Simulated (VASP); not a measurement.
AlRu:

```
Ru Al
1.0
     2.93053    0.00000    0.00000
     0.00000    2.93053    0.00000
     0.00000    0.00000    2.93053
Ru Al
1 1
Direct
  0.50000 0.50000 0.50000
  0.00000 0.00000 0.00000
```

Base run:

```yaml
Program: VASP 6.6.1
Functional: r2SCAN
Potentials_or_basis: VASP PAW PBE potentials, release 64 (Ru_pv, Al)
Cutoff: 520 eV
k_mesh: 9 × 9 × 9
Occupations: fermi-dirac, width 0.05 eV
Spin: no spin polarisation
```

Its results: pressure 13.3 GPa.

Question: After a change of settings the same cell gave: pressure 7.1 GPa. Which change was it?
A. functional from r2SCAN to PBE; further incar settings from ALGO = Normal; EDIFF = 1e-06; NBANDS = 16 to ALGO = Fast; EDIFF = 1e-06; NBANDS = 16
B. functional from r2SCAN to PBEsol; further incar settings from ALGO = Normal; EDIFF = 1e-06; NBANDS = 16 to ALGO = Normal; EDIFF = 1e-07; NBANDS = 16
C. functional from r2SCAN to PBE0; k mesh from 9 × 9 × 9 to 4 × 4 × 4

Answer: C.

Caveats: some runs use coarse meshes; the PAW data sets were made with another functional, which shifts forces and pressure a little.
